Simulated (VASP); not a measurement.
## Al: single point with PBE

The system is Al.

```xyz
2
Lattice="0.0000 3.1022 3.1022 3.1022 0.0000 3.1022 3.1022 3.1022 0.0000" Properties=species:S:1:pos:R:3 pbc="T T T"
Al    0.7755    0.7755    0.7755
Al    5.4288    5.4288    5.4288
```

This isn't the form of Al at room conditions, which is fcc.

| Item | Value |
| --- | --- |
| Program | VASP 6.6.1 |
| Task | single point |
| Functional | PBE |
| Potentials or basis | VASP PAW PBE potentials, release 64 (Al) |
| Cutoff | 520 eV |
| k mesh | 15 × 15 × 15 |
| Occupations | fermi-dirac, width 0.1 eV |
| Spin | no spin polarisation |
| Dipole correction | no |
| Further INCAR settings | ALGO = Normal; EDIFF = 1e-07; NBANDS = 10 |

The pressure is -2.4 GPa and the band gap on the k mesh is zero (bands 3 and 4 overlap by 2.97 eV).

Levels at points of the mesh, in eV from the Fermi level:
```csv
k point,band 1,band 2,band 3,band 4,band 5,band 6
"(0.00, 0.00, 0.00)",-7.54,1.96,1.96,1.96,3.80,3.80
```

It took 39 s on 1 thread of Intel(R) Xeon(R) Platinum 8488C (Sapphire Rapids) (shared host), peak memory 0.22 GiB.
